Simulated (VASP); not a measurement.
**Na: single point with PBEsol**

Na:

```
Na
1.0
    -4.34206    4.34206    4.34206
     4.34206   -4.34206    4.34206
     4.34206    4.34206   -4.34206
Na
7
Cartesian
  0.0165 -0.0258 -0.0094
  2.1651 2.1669 -2.1790
  4.3252 0.0099 0.0089
  -2.1594 2.1585 6.5241
  0.0060 4.3586 -0.0102
  0.0003 -0.0239 4.3558
  2.1489 2.1704 2.1790
```

- Program: VASP 6.6.1
- Task: single point
- Functional: PBEsol
- Potentials or basis: VASP PAW PBE potentials, release 64 (Na_pv)
- Cutoff: 520 eV
- k mesh: 2 × 2 × 2
- Occupations: methfessel-paxton, width 0.15 eV
- Spin: no spin polarisation

The pressure is -0.6 GPa and the band gap on the k mesh is zero (an odd number of electrons rules out a gap without spin polarisation).

Levels at points of the mesh, in eV from the Fermi level:
```tsv
k point	band 21	band 22	band 23	band 24	band 25	band 26	band 27	band 28	band 29	band 30
(0.00, 0.00, 0.00)	-24.95	-2.94	0.63	0.63	0.63	1.11	1.11	1.15	1.15	1.15
(0.50, 0.00, 0.00)	-24.95	-2.04	-1.82	-0.11	-0.01	0.18	0.29	1.65	2.02	2.13
(0.00, 0.50, 0.00)	-24.95	-2.04	-1.82	-0.11	-0.01	0.18	0.29	1.65	2.02	2.13
(0.00, 0.00, 0.50)	-24.95	-2.04	-1.82	-0.11	-0.01	0.18	0.29	1.65	2.02	2.13
(0.50, 0.00, 0.50)	-24.95	-2.04	-1.82	-0.11	-0.01	0.18	0.29	1.65	2.02	2.13
(0.50, 0.50, 0.00)	-24.95	-2.04	-1.82	-0.11	-0.01	0.18	0.29	1.65	2.02	2.13
(0.00, 0.50, 0.50)	-24.95	-2.04	-1.82	-0.11	-0.01	0.18	0.29	1.65	2.02	2.13
(0.50, 0.50, 0.50)	-24.95	-1.11	-1.11	-0.96	-0.96	-0.96	-0.29	2.66	2.66	2.66
```

Run time: 100 s on 1 thread of Intel(R) Xeon(R) Platinum 8259CL CPU @ 2.50GHz (Skylake/Cascade Lake), on a shared host, peak memory 0.43 GiB.

Caveat: the k points lie up to 0.51 Å⁻¹ apart, too coarse for converged energies and pressures of a metal; the PAW data sets were made with another functional, which shifts forces and pressure a little.
